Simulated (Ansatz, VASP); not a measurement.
One calculation of TiNi, two programs

Contents of INCAR:

```
PREC = Accurate
ENCUT = 520
EDIFF = 1E-6
ISMEAR = -1
SIGMA = 0.05
LREAL = False
LASPH = True
NELM = 150
ALGO = Normal
ISIF = 2
LWAVE = False
LCHARG = False
ISPIN = 2
MAGMOM = 1 1 1 1
LORBIT = 11
LMAXMIX = 4
GGA = PS
NBANDS = 34
```

The input KPOINTS:

```
regular mesh
0
Gamma
  7 9 6
```

File POSCAR:

```
TiNi
1.0
    4.0586184207      0.0000000000      0.0000000000
    0.0000000000      2.8370345064      0.0000000000
    0.0000000000      0.0000000000      4.5559730942
Ni Ti
2 2
Direct
    0.7500000000      0.0000000000      0.8209744100
    0.2500000000      0.0000000000      0.1790255900
    0.7500000000      0.5000000000      0.2744080600
    0.2500000000      0.5000000000      0.7255919400
```

File input.yaml:

```yaml
crystal:
  lattice:
    - [4.0586184207, 0.0, 0.0]
    - [0.0, 2.8370345064, 0.0]
    - [0.0, 0.0, 4.5559730942]
  atoms:
    - { symbol: Ni, position: [0.75, 0.0, 0.82097441], spin: 1.0 }
    - { symbol: Ni, position: [0.25, 0.0, 0.17902559], spin: 1.0 }
    - { symbol: Ti, position: [0.75, 0.5, 0.27440806], spin: 1.0 }
    - { symbol: Ti, position: [0.25, 0.5, 0.72559194], spin: 1.0 }
kpoints:
  mp_grid: { grid: [7, 9, 6] }
scf:
  occupations: { method: fermi_dirac, width: 0.05 }
hamiltonian:
  xc: pbesol
  pseudopotentials: { kind: all_electron, lapw: { basis_error: 0.001 } }
magnetization:
  spin_polarized: true
output:
  forces: true
  stress: true
  eigenvalues: true
```

Change from the starting cell: volume scaled by 0.98.

Alike in both runs: task single point; functional PBEsol; k mesh 7 × 9 × 6; occupations fermi-dirac, width 0.05 eV; collinear spin.

|  | VASP | Ansatz |
| --- | --- | --- |
| version | VASP 6.6.1 | Ansatz 0.2.0 |
| potentials or method | VASP PAW PBE potentials, release 64 (Ni, Ti_sv), cutoff 520 eV | all-electron LAPW, scalar-relativistic |

Ansatz gave:

```
gap on the k mesh at the Fermi level (eV)                     : none
pressure (GPa)                                                : 0.6
traceless stress, the component that is largest in VASP (GPa) : -0.39
rms of the force components (eV/Å)                            : 0.068
net moment per atom (μB)                                      : 0.00
```

**Question.** What did VASP give for the same quantities?

**Answer.** gap on the k mesh at the Fermi level (eV): none; pressure (GPa): 0.5; traceless stress, the component that is largest in VASP (GPa): -0.40; rms of the force components (eV/Å): 0.073; net moment per atom (μB): 0.00.

VASP's potentials were made for PBE, not for PBEsol. Atom by atom the forces differ by 0.005 eV/Å (rms over components). A gap of «none» marks a metal or a gap that the smearing closes. Ansatz ran all-electron here, and VASP with PAW potentials.
